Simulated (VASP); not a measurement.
## BeS: single point with r2SCAN

Crystal: BeS.

```
Be S
1.0
     0.00000    2.43431    2.43431
     2.43431    0.00000    2.43431
     2.43431    2.43431    0.00000
Be S
1 1
Direct
  0.00000 0.00000 0.00000
  0.25000 0.25000 0.25000
```

```json
{
  "Program": "VASP 6.6.1",
  "Task": "single point",
  "Functional": "r2SCAN",
  "Potentials or basis": "VASP PAW PBE potentials, release 64 (Be, S)",
  "Cutoff": "520 eV",
  "k mesh": "10 × 10 × 10",
  "Occupations": "gaussian, width 0.01 eV",
  "Spin": "no spin polarisation",
  "Dipole correction": "no",
  "Further INCAR settings": "ALGO = Normal; EDIFF = 1e-06; NBANDS = 11"
}
```

```yaml
Pressure: 0.3 GPa
Band_gap_on_the_k_mesh: 3.60 eV, indirect (least direct gap 6.26 eV)
```

Levels at points of the mesh, in eV from the valence-band top:
```tsv
k point	band 1	band 2	band 3	band 4	band 5	band 6	band 7	band 8	band 9
(0.00, 0.00, 0.00)	-14.22	0.00	0.00	0.00	6.26	6.26	6.26	6.58	13.40
(0.50, 0.00, 0.00)	-12.57	-5.88	-1.04	-1.04	6.06	7.14	7.14	12.00	15.68
(0.50, 0.50, 0.00)	-12.01	-5.13	-2.67	-2.67	3.60	5.39	13.77	13.77	16.61
```

Wall time 98 s on 1 thread of Intel Xeon 8259CL, with other jobs on the host, peak memory 0.16 GiB.

Caveat: the PAW data sets were made with another functional, which shifts forces and pressure a little. r2SCAN opens gaps a little over a GGA but as a rule still falls short of measured ones.
